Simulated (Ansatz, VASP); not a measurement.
Si3N4: VASP beside Ansatz

INCAR

```
PREC = Accurate
ENCUT = 600
EDIFF = 1E-7
ISMEAR = 0
SIGMA = 0.1
LREAL = F
LASPH = T
NELM = 80
ALGO = Normal
ISIF = 3
LWAVE = F
LCHARG = F
GGA = PE
IBRION = 2
NSW = 100
EDIFFG = -0.01
```

KPOINTS

```
Automatic mesh
0
Gamma
  10 10 10
```

Contents of POSCAR:

```
Si3N4
1.0
    3.8236709560      0.0000000000      0.0000000000
    0.0000000000      3.8236709560      0.0000000000
    0.0000000000      0.0000000000      3.8236709560
Si N
3 4
Direct
    0.5000000000      0.5000000000      0.0000000000
    0.0000000000      0.5000000000      0.5000000000
    0.5000000000      0.0000000000      0.5000000000
    0.5000000000      0.5000000000      0.5000000000
    0.5000000000      0.0000000000      0.0000000000
    0.0000000000      0.5000000000      0.0000000000
    0.0000000000      0.0000000000      0.5000000000
```

Input for Ansatz:

```yaml
crystal:
  lattice:
    - [3.823670956, 0.0, 0.0]
    - [0.0, 3.823670956, 0.0]
    - [0.0, 0.0, 3.823670956]
  atoms:
    - { symbol: Si, position: [0.5, 0.5, 0.0] }
    - { symbol: Si, position: [0.0, 0.5, 0.5] }
    - { symbol: Si, position: [0.5, 0.0, 0.5] }
    - { symbol: "N", position: [0.5, 0.5, 0.5] }
    - { symbol: "N", position: [0.5, 0.0, 0.0] }
    - { symbol: "N", position: [0.0, 0.5, 0.0] }
    - { symbol: "N", position: [0.0, 0.0, 0.5] }
basis:
  ecutwfc: 420
kpoints:
  mp_grid: { grid: [10, 10, 10] }
hamiltonian:
  xc: pbe
scf:
  occupations: { method: gaussian, width: 0.1 }
output:
  forces: true
  stress: true
  eigenvalues: true
  write_density: true
  write_potential: true
  elf: true
  volumetric_format: npy
relax:
  adjacent_minimum: "off"
  f_tol: 0.01
  max_steps: 80
  cell: { stress_tol: 0.05 }
```

Change from the starting cell: species swapped into the W3N4 type (Pm-3m, No. 221).

Alike in both runs: task relaxation of cell and atoms; functional PBE; k mesh 10 × 10 × 10; occupations gaussian, width 0.1 eV; no spin polarisation.

```csv
,VASP,Ansatz
version,VASP 6.6.1,Ansatz 0.2.0
potentials or method,"VASP PAW PBE potentials, release 64 (Si, N), cutoff 600 eV","scalar-relativistic, plane waves, PAW"
valence electrons in the cell,32,32
```

Ansatz gave:

```
gap on the k mesh at the Fermi level, each at its own relaxed structure (eV) : none
relaxed volume (Å³/atom)                                                     : 8.02
relaxed cell length with the largest relative difference (Å)                 : 3.830
```

Problem. Estimate VASP's values.

Solution. gap on the k mesh at the Fermi level, each at its own relaxed structure (eV): none; relaxed volume (Å³/atom): 8.02; relaxed cell length with the largest relative difference (Å): 3.829.

A gap of «none» marks a metal or a gap that the smearing closes.
